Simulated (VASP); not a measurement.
**Ta: electric field gradients with r2SCAN**

The system is Ta.

```
Ta
1.0
    -1.65493    1.65493    1.65493
     1.65493   -1.65493    1.65493
     1.65493    1.65493   -1.65493
Ta
1
Direct
  0.00000 0.00000 0.00000
```

| Quantity | Value |
| --- | --- |
| Program | VASP 6.6.1 |
| Task | electric field gradients |
| Functional | r2SCAN |
| Potentials or basis | VASP PAW PBE potentials, release 64 (Ta_pv) |
| Cutoff | 520 eV |
| k mesh | 14 × 14 × 14 |
| Occupations | fermi-dirac, width 0.05 eV |
| Spin | no spin polarisation |
| Dipole correction | no |
| Further INCAR settings | ALGO = Normal; EDIFF = 1e-08; NBANDS = 12 |

* Pressure: -0.7 GPa

Levels at points of the mesh, in eV from the Fermi level:
```csv
k point,band 1,band 2,band 3,band 4,band 5,band 6,band 7,band 8,band 9,band 10
"(0.00, 0.00, 0.00)",-34.26,-34.26,-34.26,-8.33,0.82,0.82,0.82,4.29,4.29,12.07
"(0.50, 0.00, 0.00)",-35.47,-34.65,-34.27,-4.55,-1.57,1.42,4.16,5.21,8.01,12.03
"(0.50, 0.50, 0.50)",-35.10,-35.10,-35.10,-3.92,-3.92,7.04,7.04,7.04,8.93,8.93
```

Run time: 61 s on 1 thread of Intel Xeon 6975P-C, on a shared host, peak memory 0.16 GiB.

Caveat: without QUAD_EFG the Cq values of the log hold for a quadrupole moment of 1 mb, not for the nuclei; the PAW data sets were made with another functional, which shifts forces and pressure a little; spin-orbit coupling is left out, which moves the levels of the heavy elements.
